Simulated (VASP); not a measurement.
# H (I4/mmm) in VASP: further runs

The runs below take H through relaxation of cell and atoms, with LDA.

All numbers are computed with VASP 6.6.1; they aren't measurements. Logs are shortened: lines on timing, memory, paths and dates and some standing lists are left out, and cuts for length are marked.

### Step 1. The cell of the first run

It takes space group I4/mmm (No. 139, tetragonal). The conventional cell has a = 2.820 Å, b = 2.820 Å, c = 3.861 Å, α = 90.00°, β = 90.00°, γ = 90.00°. Within 1.1 Å of H (site symmetry 4mm) lie 1 H at 0.77 Å.

### Step 2. Relaxation of cell and atoms, LDA, target pressure 1 GPa, at which the enthalpy is minimised

Contents of INCAR:

```
SYSTEM = H
PREC = Accurate ; ENCUT = 500
EDIFF = 1E-7 ; ISMEAR = 0
SIGMA = 0.01 ; LREAL = .False.
LASPH = .True. ; NELM = 120
ALGO = Normal ; ISIF = 3
LWAVE = .False. ; LCHARG = .False.
IBRION = 2 ; NSW = 80
EDIFFG = -0.001 ; PSTRESS = 10.0
GGA_COMPAT = .False. ; NELMIN = 4
```

Contents of KPOINTS:

```
Automatic mesh
0
Gamma
  12 12 12
  0 0 0
```

Contents of POSCAR:

```
H
1.0
   -1.4101864863      1.4101864863      1.9306382503
    1.4101864863     -1.4101864863      1.9306382503
    1.4101864863      1.4101864863     -1.9306382503
H
2
Direct
    0.9001528111      0.9001528111      0.0000000000
    0.0998471889      0.0998471889      0.0000000000
```

Potentials or basis: VASP PAW LDA potentials, release 64 (H).

Run with:

```console
$ cat potpaw_LDA.64/H/POTCAR > POTCAR
$ mpirun -np 1 vasp_std > vasp.out
```

OUTCAR:

```text
SYSTEM = H
   PREC = Accurate
   ENCUT = 500
   EDIFF = 1E-7
   ISMEAR = 0
   LREAL = .False.
   LASPH = .True.
   NELM = 120
   ISIF = 3
   IBRION = 2
   NSW = 80
   EDIFFG = -0.001
   PSTRESS = 10.0
   NELMIN = 4

 ion  position               nearest neighbor table
   1  0.900  0.900  0.000-   2 0.77
   2  0.100  0.100  0.000-   1 0.77

  LATTYP: Found a body centered tetragonal cell.
 ALAT       =     2.8203729726
 C/A-ratio  =     1.3690659137

  Lattice vectors:

 A1 = (  -1.4101864863,   1.4101864863,   1.9306382503)
 A2 = (   1.4101864863,  -1.4101864863,   1.9306382503)
 A3 = (   1.4101864863,   1.4101864863,  -1.9306382503)

Analysis of symmetry for initial positions (statically):
=====================================================================
 Subroutine PRICEL returns:
 Original cell was already a primitive cell.

 Routine SETGRP: Setting up the symmetry group for a
 body centered tetragonal supercell.

 Subroutine GETGRP returns: Found 16 space group operations
 (whereof 16 operations were pure point group operations)
 out of a pool of 16 trial point group operations.

The static configuration has the point symmetry D_4h.

Analysis of symmetry for dynamics (positions and initial velocities):
=====================================================================
 Subroutine PRICEL returns:
 Original cell was already a primitive cell.

 Routine SETGRP: Setting up the symmetry group for a
 body centered tetragonal supercell.

 Subroutine GETGRP returns: Found 16 space group operations
 (whereof 16 operations were pure point group operations)
 out of a pool of 16 trial point group operations.

The dynamic configuration has the point symmetry D_4h.

 Subroutine INISYM returns: Found 16 space group operations
 (whereof 16 operations are pure point group operations),
 and found     1 'primitive' translations

----------------------------------------------------------------------------------------

                                     Primitive cell

  volume of cell :      15.3573

  direct lattice vectors                    reciprocal lattice vectors
    -1.410186486  1.410186486  1.930638250     0.000000000  0.354563035  0.258981712
[... 96 lines left out ...]
   PSTRESS=   10.0 pullay stress
   NELECT =       2.0000    total number of electrons
   NUPDOWN=      -1.0000    fix difference up-down
   EMIN   =  10.00;   EMAX   =-10.00  energy-range for DOS
   EFERMI =   0.00;   METHOD = LEGACY
   ISMEAR =     0;   SIGMA  =   0.01  broadening in eV -4-tet -1-fermi 0-gaus
   EFERMI_NEDOS =   21; number of points for ismear=-14 and -15
   IALGO  =     38    algorithm
   IMIX   =      4    mixing-type and parameters
     AMIX     =   0.40;   BMIX     =  1.00
     AMIX_MAG =   1.60;   BMIX_MAG =  1.00
  volume/ion in A,a.u.               =       7.68        51.82
  Fermi-wavevector in a.u.,A,eV,Ry     =   0.829813  1.568119  9.368827  0.688589
  Thomas-Fermi vector in A             =   1.942424
   LORBIT       =      0    0 simple, 1 ext, 2 COOP (PROOUT), +10 PAW based schemes
   GGA     = CA    functional components
   LHFCALC =     F    Hartree Fock is set to
   AEXX    =    0.0000 exact exchange contribution
   IVDW    =     0    specifies the selected vdW correction
   LEPSILON=     F    determine dielectric tensor
   LRPA    =     F    only Hartree local field effects (RPA)
 conjugate gradient relaxation of ions
 non-spin polarized calculation
 Gauss-broadening in eV      SIGMA  =   0.01
  energy-cutoff  :      500.00
  volume of cell :       15.36
 maximum number of plane-waves:       404
   NGX = 11   NGY = 11   NGZ = 11

--------------------------------------- Ionic step        1  -------------------------------------------

 number of electron       2.0000001 magnetization

 Free energy of the ion-electron system (eV)
  ---------------------------------------------------
  ext. energy  EPLUGINS =         0.00000000
  ---------------------------------------------------
  free energy    TOTEN  =        -6.80966296 eV

  energy without entropy =       -6.80966296  energy(sigma->0) =       -6.80966296

------------------------ aborting loop because EDIFF is reached ----------------------------------------

  FORCE on cell =-STRESS in cart. coord.  units (eV):
  Direction    XX          YY          ZZ          XY          YZ          ZX
  --------------------------------------------------------------------------------------
  -------------------------------------------------------------------------------------
  Total       -0.0364291     -0.0364291     -0.0277196      0.0000000      0.0000000      0.0000000
  in kB       -3.8005337     -3.8005337     -2.8918995      0.0000000      0.0000000      0.0000000
  external PRESSURE =     -13.4976556 kB  Pullay stress =      10.0000000 kB
[... 97 lines left out ...]
  energy  without entropy=       -6.8105203517  energy(sigma->0) =       -6.81052035

  enthalpy is  TOTEN    =        -6.7182128709 eV   P V=        0.0923074809

[... ionic steps 4 to 11 ...]

--------------------------------------- Ionic step       12  -------------------------------------------

 number of electron       2.0000000 magnetization

------------------------ aborting loop because EDIFF is reached ----------------------------------------
[... 71 lines left out ...]
--------------------------------------- Ionic step       14  -------------------------------------------

 number of electron       2.0000000 magnetization

 Free energy of the ion-electron system (eV)
  ---------------------------------------------------
  ext. energy  EPLUGINS =         0.00000000
  ---------------------------------------------------
  free energy    TOTEN  =        -6.80674695 eV

  energy without entropy =       -6.80674695  energy(sigma->0) =       -6.80674695

 E-fermi :  -5.5973     XC(G=0):  -7.7872

 val. band max:       -5.6798762511   @ k =   0.5000   0.5000   0.5000
 cond. band min:       1.0005057470   @ k =   0.5000   0.0000   0.0000
 fundamental gap:      6.6803819981
 Fermi energy:        -5.5973471315

 k-point     1 :       0.0000    0.0000    0.0000
  band No.  band energies     occupation
      1     -11.6008      2.00000
      2      12.4554      0.00000
      3      14.4452      0.00000
      4      23.6188      0.00000
      5      23.6188      0.00000
[... 177 lines left out ...]
 k-point    24 :      -0.4167    0.1667    0.0000
  band No.  band energies     occupation
      1      -8.2731      2.00000
      2       3.7930      0.00000
      3      11.2741      0.00000
      4      14.9522      0.00000
      5      17.9850      0.00000

 [... further k-points ...]
[... 5 lines left out ...]
  --------------------------------------------------------------------------------------
  -------------------------------------------------------------------------------------
  Total        0.0815553      0.0815553      0.0833738      0.0000000      0.0000000      0.0000000
  in kB        9.9013074      9.9013074     10.1220937      0.0000000      0.0000000      0.0000000
  external PRESSURE =      -0.0250971 kB  Pullay stress =      10.0000000 kB
[... 21 lines left out ...]
  energy  without entropy=       -6.8067469525  energy(sigma->0) =       -6.80674695

  enthalpy is  TOTEN    =        -6.7243787695 eV   P V=        0.0823681830

 reached required accuracy - stopping structural energy minimisation
```

OSZICAR:

```text
N       E                     dE             d eps       ncg     rms          rms(c)
DAV:   1    -0.702215465116E+01   -0.70222E+01   -0.55341E+02  1660   0.275E+02
DAV:   2    -0.730369942703E+01   -0.28154E+00   -0.28154E+00  2195   0.142E+01
DAV:   3    -0.730414698685E+01   -0.44756E-03   -0.44756E-03  1820   0.545E-01
[... 88 lines left out ...]
  13 F= -.67243787E+01 E0= -.67243787E+01  d E =-.156774E-05
       N       E                     dE             d eps       ncg     rms          rms(c)
DAV:   1    -0.680674709312E+01    0.35893E-04   -0.11450E-05  1650   0.240E-02    0.247E-03
DAV:   2    -0.680674699450E+01    0.98620E-07   -0.89196E-08  1045   0.212E-03    0.136E-03
DAV:   3    -0.680674695238E+01    0.42123E-07   -0.98660E-08   820   0.173E-03    0.682E-05
DAV:   4    -0.680674695248E+01   -0.10407E-09   -0.13739E-09   815   0.352E-04
  14 F= -.67243788E+01 E0= -.67243788E+01  d E =-.167527E-05
```

CONTCAR:

```text
H
   1.00000000000000
    -1.3384184086619346    1.3384184086619346    1.8417313215297448
     1.3384184086619346   -1.3384184086619346    1.8417313215297448
     1.3384184086619346    1.3384184086619346   -1.8417313215297448
  H
     2
Direct
     0.8953419609910681    0.8953419609910681    0.0000000000000000
     0.1046580390089321    0.1046580390089321    0.0000000000000000

  0.00000000E+00  0.00000000E+00  0.00000000E+00
  0.00000000E+00  0.00000000E+00  0.00000000E+00
```

Run time: 24 s. Hardware: 1 thread of Intel Xeon 6975P-C (Granite Rapids), shared host; peak memory 0.11 GiB.

Results:

| Property | Result |
| --- | --- |
| Free energy | -6.8067 eV |
| Relaxed volume | 6.60 Å³/atom |
| Relaxed cell | a = 2.641 Å, b = 2.641 Å, c = 2.641 Å, α = 119.10°, β = 119.10°, γ = 91.57° |
| Space group after relaxing (to 0.1 Å) | I4/mmm (No. 139) |
| Energy change on relaxing (the run minimises the enthalpy) | +1.5 meV/atom |
| Ionic steps | 14 |
| Pressure after relaxing | 1.0 GPa |
| Band gap on the k mesh | 6.68 eV (least direct gap 7.24 eV) |

Step by step:
| step | energy change (eV) | largest force (eV/Å) | pressure (GPa) | volume (Å³) |
| --- | --- | --- | --- | --- |
| 1 | 0.0000 | 0.0191 | -0.35 | 15.36 |
| 2 | -0.0003 | 0.0323 | -0.25 | 15.21 |
| 3 | -0.0009 | 0.0734 | 0.08 | 14.79 |
| 4 | 0.0001 | 0.1616 | 0.85 | 13.96 |
| 5 | 0.0119 | 0.3630 | 2.99 | 12.41 |
| 6 | 0.0029 | 0.2478 | 1.59 | 13.37 |
| 7 | 0.0027 | 0.1610 | 1.39 | 13.30 |
| 8 | 0.0030 | 0.0068 | 1.04 | 13.18 |
| 9 | 0.0031 | 0.0022 | 1.03 | 13.17 |
| 10 | 0.0031 | 0.0021 | 1.03 | 13.17 |
| 11 | 0.0030 | 0.0016 | 1.02 | 13.18 |
| 12 | 0.0030 | 0.0006 | 1.01 | 13.19 |
| 13 | 0.0029 | 0.0012 | 0.99 | 13.20 |
| 14 | 0.0029 | 0.0005 | 1.00 | 13.20 |

Final structure:
```
H
1.0
    -1.33842    1.33842    1.84173
     1.33842   -1.33842    1.84173
     1.33842    1.33842   -1.84173
H
2
Cartesian
  0.0000 0.0000 3.2980
  0.0000 0.0000 0.3855
```

Caveat: the cell is relaxed towards a set pressure, so the run minimises the enthalpy, not the energy.

### Step 3. Relaxation of cell and atoms, LDA, target pressure 4 GPa, at which the enthalpy is minimised

Contents of INCAR:

```
SYSTEM = H
  PREC = Accurate
  ENCUT = 500
  EDIFF = 1E-7
  ISMEAR = 0
  SIGMA = 0.01
  LREAL = .FALSE.
  LASPH = .TRUE.
  NELM = 120
  ALGO = Normal
  ISIF = 3
  LWAVE = .FALSE.
  LCHARG = .FALSE.
  GGA = CA
  IBRION = 2
  NSW = 80
  EDIFFG = -0.001
  PSTRESS = 40.0
  GGA_COMPAT = .FALSE.
  NELMIN = 4
```

Contents of KPOINTS:

```
Automatic mesh
0
G
  12 12 12
  0 0 0
```

POSCAR is that of step 2.

Potentials or basis: VASP PAW LDA potentials, release 64 (H).

Run with:

```console
$ cat potpaw_LDA.64/H/POTCAR > POTCAR
$ mpirun -np 1 vasp_std > vasp.out
```

It took 61 s on 1 thread of Intel Xeon 6975P-C (Granite Rapids), shared host; peak memory 0.11 GiB.

Results (log left out):

```yaml
Free_energy: -6.7760 eV
Relaxed_volume: 5.52 Å³/atom
Relaxed_cell: a = 2.496 Å, b = 2.496 Å, c = 2.496 Å, α = 119.67°, β = 119.67°, γ = 90.57°
Space_group_after_relaxing_to_0.1_Å: I4/mmm (No. 139)
Energy_change_on_relaxing_the_run_minimises_the_enthalpy: +16.9 meV/atom
Ionic_steps: 51
Pressure_after_relaxing: 4.0 GPa
Band_gap_on_the_k_mesh: 6.11 eV (least direct gap 6.57 eV)
```

The path:
| step | energy change (eV) | largest force (eV/Å) | pressure (GPa) | volume (Å³) |
| --- | --- | --- | --- | --- |
| 1 | 0.0000 | 0.0191 | -0.35 | 15.36 |
| 3 | 0.0099 | 0.7770 | 2.91 | 13.58 |
| 5 | 0.0250 | 1.1737 | 4.86 | 12.83 |
| 7 | 0.0234 | 1.0433 | 4.80 | 12.59 |
| 9 | 0.0265 | 0.5098 | 4.76 | 11.56 |
| 11 | 0.0397 | 0.1837 | 5.10 | 10.84 |
| 13 | 0.0389 | 0.1270 | 4.85 | 10.86 |
| 15 | 0.0338 | 0.0005 | 4.00 | 11.04 |
| 17 | 0.0340 | 0.0018 | 4.02 | 11.04 |
| 19 | 0.0340 | 0.0010 | 4.02 | 11.03 |
| 21 | 0.0339 | 0.0070 | 3.99 | 11.04 |
| 23 | 0.0338 | 0.0116 | 3.96 | 11.04 |
| 25 | 0.0338 | 0.0113 | 3.96 | 11.04 |
| 27 | 0.0337 | 0.0097 | 3.96 | 11.05 |
| 29 | 0.0334 | 0.0035 | 3.96 | 11.06 |
| 31 | 0.0332 | 0.0004 | 3.95 | 11.07 |
| 33 | 0.0332 | 0.0004 | 3.95 | 11.07 |
| 35 | 0.0332 | 0.0026 | 3.94 | 11.07 |
| 37 | 0.0334 | 0.0145 | 3.91 | 11.06 |
| 39 | 0.0333 | 0.0098 | 3.92 | 11.06 |
| 41 | 0.0334 | 0.0059 | 3.94 | 11.06 |
| 43 | 0.0334 | 0.0011 | 3.97 | 11.06 |
| 45 | 0.0334 | 0.0007 | 3.97 | 11.06 |
| 47 | 0.0336 | 0.0011 | 3.97 | 11.05 |
| 49 | 0.0336 | 0.0026 | 3.97 | 11.05 |
| 51 | 0.0337 | 0.0006 | 3.99 | 11.05 |

Final structure:
```cif
data_structure
_symmetry_space_group_name_H-M 'P 1'
_symmetry_Int_Tables_number 1
_cell_length_a 2.4957
_cell_length_b 2.4957
_cell_length_c 2.4957
_cell_angle_alpha 119.670
_cell_angle_beta 119.670
_cell_angle_gamma 90.573
_cell_volume 11.05
loop_
_atom_site_label
_atom_site_type_symbol
_atom_site_fract_x
_atom_site_fract_y
_atom_site_fract_z
_atom_site_occupancy
H1 H 0.89043 0.89043 0.00000 1
H2 H 0.10957 0.10957 0.00000 1
```

Levels at points of the mesh, in eV from the valence-band top:
| k point | band 1 | band 2 | band 3 | band 4 | band 5 |
| --- | --- | --- | --- | --- | --- |
| (0.00, 0.00, 0.00) | -7.34 | 20.38 | 21.64 | 31.86 | 31.86 |
| (0.50, 0.00, 0.00) | -2.38 | 6.11 | 22.58 | 23.23 | 27.94 |
| (0.50, 0.50, 0.00) | -1.09 | 9.89 | 15.02 | 18.77 | 21.78 |
| (0.50, 0.50, 0.50) | 0.00 | 6.57 | 16.64 | 20.53 | 20.53 |

Caveat: the cell is relaxed towards a set pressure, so the run minimises the enthalpy, not the energy; the volume moved by over 15 % at a fixed basis, so the end points are rough. A k mesh can miss the band edges.
